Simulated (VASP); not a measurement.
# C8Cl in VASP: single point with PBE+D3(BJ)

Aim: the single point of C8Cl with PBE+D3(BJ).

Everything below comes from runs of VASP 6.6.1. Logs are shortened: lines on timing, memory, paths and dates and some standing lists are left out, and cuts for length are marked.

**1. The cell of the first run**

The cell holds a slab with vacuum, 9 atoms: a = 4.931 Å, b = 4.931 Å, c = 15.500 Å, α = 90.00°, β = 90.00°, γ = 120.00°.

**2. Single point, PBE+D3(BJ), collinear spin, ferromagnetic start**

File INCAR:

```
SYSTEM = C8Cl
PREC     = Accurate       ! precision mode
ENCUT    = 520            ! plane-wave cutoff, eV
EDIFF    = 1E-7           ! SCF threshold, eV
ISMEAR   = 0              ! smearing method
SIGMA    = 0.1            ! smearing width, eV
LREAL    = .FALSE.        ! projectors in reciprocal space
LASPH    = .TRUE.         ! aspherical terms in the spheres
NELM     = 150            ! most SCF steps
ALGO     = Normal         ! electronic algorithm
ISIF     = 2              ! what is computed and relaxed
LWAVE    = .FALSE.        ! write WAVECAR
LCHARG   = .TRUE.         ! write CHGCAR
ISPIN    = 2              ! spin polarisation
MAGMOM   = 0 0 0 0 0 0 0 0 1 ! initial moments
LORBIT   = 11             ! projections on sites
LDIPOL   = .TRUE.       
IDIPOL   = 3            
DIPOL    = 0.5 0.5 0.278
GGA      = PE             ! functional
IVDW     = 12             ! dispersion correction
LELF     = .TRUE.         ! ELF
LVHAR    = .TRUE.       
LVACPOTAV= .TRUE.       
NBANDS   = 34             ! bands
```

File KPOINTS:

```
regular mesh
0
G
  6 6 1
  0 0 0
```

File POSCAR:

```
C8Cl
1.0
    4.9313048858      0.0000000001      0.0000000000
   -2.4656524429      4.2706353049      0.0000000000
    0.0000000000      0.0000000000     15.5000331949
C Cl
8 1
Direct
    0.3333333333      0.1666666667      0.2580650343
    0.3333333333      0.6666666667      0.2580650343
    0.8333333333      0.1666666667      0.2580650343
    0.8333333333      0.6666666667      0.2580650343
    0.1666666667      0.3333333333      0.2580650343
    0.1666666667      0.8333333333      0.2580650343
    0.6666666667      0.3333333333      0.2580650343
    0.6666666667      0.8333333333      0.2580650343
    0.3333333333      0.3333333333      0.4376458666
```

Potentials or basis: VASP PAW PBE potentials, release 64 (C, Cl).

Command:

```console
cat potpaw_PBE.64/C/POTCAR potpaw_PBE.64/Cl/POTCAR > POTCAR
mpirun -np 1 vasp_std > vasp.out
```

OUTCAR:

```text
SYSTEM = C8Cl
   PREC = Accurate
   ENCUT = 520
   EDIFF = 1E-7
   ISMEAR = 0
   LREAL = .FALSE.
   LASPH = .TRUE.
   NELM = 150
   ISIF = 2
   ISPIN = 2
   LORBIT = 11
   GGA = PE
   IVDW = 12
 IVDW          = 12

 ion  position               nearest neighbor table
   1  0.333  0.167  0.258-   5 1.42   6 1.42   7 1.42
   2  0.333  0.667  0.258-   6 1.42   5 1.42   8 1.42
   3  0.833  0.167  0.258-   7 1.42   8 1.42   5 1.42
   4  0.833  0.667  0.258-   8 1.42   7 1.42   6 1.42
   5  0.167  0.333  0.258-   1 1.42   2 1.42   3 1.42
   6  0.167  0.833  0.258-   2 1.42   1 1.42   4 1.42
   7  0.667  0.333  0.258-   3 1.42   4 1.42   1 1.42
   8  0.667  0.833  0.258-   4 1.42   3 1.42   2 1.42
   9  0.333  0.333  0.438-

  LATTYP: Found a hexagonal cell.
 ALAT       =     4.9313048858
 C/A-ratio  =     3.1431910121

  Lattice vectors:

 A1 = (   4.9313048858,   0.0000000001,   0.0000000000)
 A2 = (  -2.4656524429,   4.2706353049,   0.0000000000)
 A3 = (   0.0000000000,   0.0000000000,  15.5000331949)

Analysis of symmetry for initial positions (statically):
=====================================================================
 Subroutine PRICEL returns:
 Original cell was already a primitive cell.

 Routine SETGRP: Setting up the symmetry group for a
 hexagonal supercell.

 Subroutine GETGRP returns: Found  2 space group operations
 (whereof  2 operations were pure point group operations)
 out of a pool of 24 trial point group operations.

The static configuration has the point symmetry C_1h.

Analysis of symmetry for dynamics (positions and initial velocities):
=====================================================================
 Subroutine PRICEL returns:
 Original cell was already a primitive cell.

 Routine SETGRP: Setting up the symmetry group for a
 hexagonal supercell.

 Subroutine GETGRP returns: Found  2 space group operations
 (whereof  2 operations were pure point group operations)
 out of a pool of 24 trial point group operations.

The dynamic configuration has the point symmetry C_1h.

Analysis of structural, dynamic, and magnetic symmetry:
=====================================================================
 Subroutine PRICEL returns:
 Original cell was already a primitive cell.

 Routine SETGRP: Setting up the symmetry group for a
 hexagonal supercell.

 Subroutine GETGRP returns: Found  2 space group operations
 (whereof  2 operations were pure point group operations)
[... 154 lines left out ...]

  energy without entropy =      -74.50571257  energy(sigma->0) =      -74.51171043

 E-fermi :  -3.6742     XC(G=0):  -3.6374

 val. band max:       -3.6864806810   @ k =   0.1667   0.1667   0.0000
 cond. band min:      -3.6096378095   @ k =   0.1667  -0.0000   0.0000
 fundamental gap:      0.0768428715
 Fermi energy:        -3.6742117837

 spin component 1

 k-point     1 :       0.0000    0.0000    0.0000
  band No.  band energies     occupation
      1     -22.3753      1.00000
      2     -17.2193      1.00000
      3     -17.1383      1.00000
      4     -17.1016      1.00000
      5     -16.6968      1.00000
      6     -16.0924      1.00000
[... 431 lines left out ...]
     30       5.2504      0.00000
     31       5.5350      0.00000
 Fermi energy:        -3.6742117837

 spin component 2

 k-point     1 :       0.0000    0.0000    0.0000
  band No.  band energies     occupation
      1     -22.3454      1.00000
      2     -17.1432      1.00000
      3     -17.1054      1.00000
      4     -17.0881      1.00000
      5     -16.1402      1.00000
      6     -16.0733      1.00000
[... 431 lines left out ...]
     30       5.2807      0.00000
     31       5.6261      0.00000
 [bands above 31 left out]

------------------------ aborting loop because EDIFF is reached ----------------------------------------

 Edisp (eV)   -0.89675

 E8    (eV) :    -0.2807

  FORCE on cell =-STRESS in cart. coord.  units (eV):
  Direction    XX          YY          ZZ          XY          YZ          ZX
  --------------------------------------------------------------------------------------
  -------------------------------------------------------------------------------------
  Total      -0.00802     0.01164    -0.00251     0.01702    -0.13892    -0.08021
  in kB      -0.03935     0.05711    -0.01231     0.08353    -0.68185    -0.39367
  external pressure =        0.00 kB  Pullay stress =        0.00 kB

 VOLUME and BASIS-vectors are now :
 -----------------------------------------------------------------------------
  energy-cutoff  :      520.00
  volume of cell :      326.43
      direct lattice vectors                 reciprocal lattice vectors
     4.931304886  0.000000000  0.000000000     0.202786083  0.117078599  0.000000000
    -2.465652443  4.270635305  0.000000000    -0.000000000  0.234157199  0.000000000
     0.000000000  0.000000000 15.500033195     0.000000000  0.000000000  0.064515991

 POSITION                                       TOTAL-FORCE (eV/Angst)
 -----------------------------------------------------------------------------------
      1.23283      0.71177      4.00002         0.187129     -0.146407      0.150439
     -0.00000      2.84709      4.00002        -0.059168      0.207000     -0.066436
      3.69848      0.71177      4.00002        -0.155573     -0.013784     -0.065678
      2.46565      2.84709      4.00002         0.007406     -0.001994     -0.024673
      0.00000      1.42355      4.00002        -0.220356      0.088855      0.150439
     -1.23283      3.55886      4.00002         0.065849     -0.141622     -0.065678
      2.46565      1.42355      4.00002         0.208851      0.052259     -0.066436
      1.23283      3.55886      4.00002        -0.005430      0.005417     -0.024673
      0.82188      1.42355      6.78353        -0.028708     -0.049723      0.012697
 -----------------------------------------------------------------------------------
    total drift:                                0.000074      0.000129     -0.000185

  FREE ENERGIE OF THE ION-ELECTRON SYSTEM (eV)
  ---------------------------------------------------
  free  energy   TOTEN  =       -75.4144590438 eV

  energy  without entropy=      -75.4024633313  energy(sigma->0) =      -75.40846119

 vacuum level on the upper side and lower side of the slab         4.090         1.383

 total charge

# of ion       s       p       d       tot
------------------------------------------
    1        0.866   1.774   0.000   2.640
    2        0.864   1.781   0.000   2.645
    3        0.863   1.783   0.000   2.647
    4        0.864   1.780   0.000   2.644
    5        0.866   1.774   0.000   2.640
    6        0.863   1.783   0.000   2.647
    7        0.864   1.781   0.000   2.645
    8        0.864   1.780   0.000   2.644
    9        1.617   3.357   0.000   4.974
--------------------------------------------------
tot          8.532  17.593   0.000  26.125

 magnetization (x)

# of ion       s       p       d       tot
------------------------------------------
    1        0.002   0.027   0.000   0.029
    2        0.000   0.007   0.000   0.007
    3       -0.000   0.003   0.000   0.003
    4        0.000   0.009   0.000   0.009
    5        0.002   0.027   0.000   0.029
    6       -0.000   0.003   0.000   0.003
    7        0.000   0.007   0.000   0.007
    8        0.000   0.009   0.000   0.009
    9        0.011   0.516   0.000   0.527
--------------------------------------------------
tot          0.016   0.607   0.000   0.623
```

Run time: 17 min. Hardware: 1 thread of Oxide Virtual Turin-like, shared host; peak memory 0.66 GiB.

Results:

| Property | Result |
| --- | --- |
| Free energy | -75.4145 eV |
| Largest force | 0.281 eV/Å |
| Net moment | 0.89 μB per cell |
| Site moments | C +0.03, +0.01, +0.00; Cl +0.53 μB |
| Valence electrons inside the program's atomic spheres | C 2.64, 2.65; Cl 4.97 |
| Dispersion energy per atom | -0.100 eV |

Forces on the atoms (eV/Å):
```
C    0.187 -0.146  0.150
C   -0.059  0.207 -0.066
C   -0.156 -0.014 -0.066
C    0.007 -0.002 -0.025
C   -0.220  0.089  0.150
C    0.066 -0.142 -0.066
C    0.209  0.052 -0.066
C   -0.005  0.005 -0.025
Cl  -0.029 -0.050  0.013
```
